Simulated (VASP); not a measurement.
Al3Pd:

```
Pd Al
1.0
     3.86634    0.00000    0.00000
     0.00000    3.86634    0.00000
     0.00000    0.00000    3.86634
Pd Al
1 3
Direct
  0.00000 0.00000 0.00000
  0.50000 0.50000 0.00000
  0.50000 0.00000 0.50000
  0.00000 0.50000 0.50000
```

Base run:

| Quantity | Value |
| --- | --- |
| Program | VASP 6.6.1 |
| Functional | PBE |
| Potentials or basis | VASP PAW PBE potentials, release 64 (Pd, Al) |
| Cutoff | 500 eV |
| k mesh | 7 × 7 × 7 |
| Occupations | fermi-dirac, width 0.05 eV |
| Spin | no spin polarisation |

Its results: band gap on the k mesh zero (an odd number of electrons rules out a gap without spin polarisation); pressure 9.5 GPa.

Q: The run is repeated on the same cell with these changes: functional from PBE to LDA; potentials or basis from VASP PAW PBE potentials, release 64 (Pd, Al) to VASP PAW LDA potentials, release 64 (Pd, Al). What comes out?

A: Band gap on the k mesh zero (an odd number of electrons rules out a gap without spin polarisation); pressure 2.7 GPa.

Caveats: the cell stands under pressure (at least some runs).
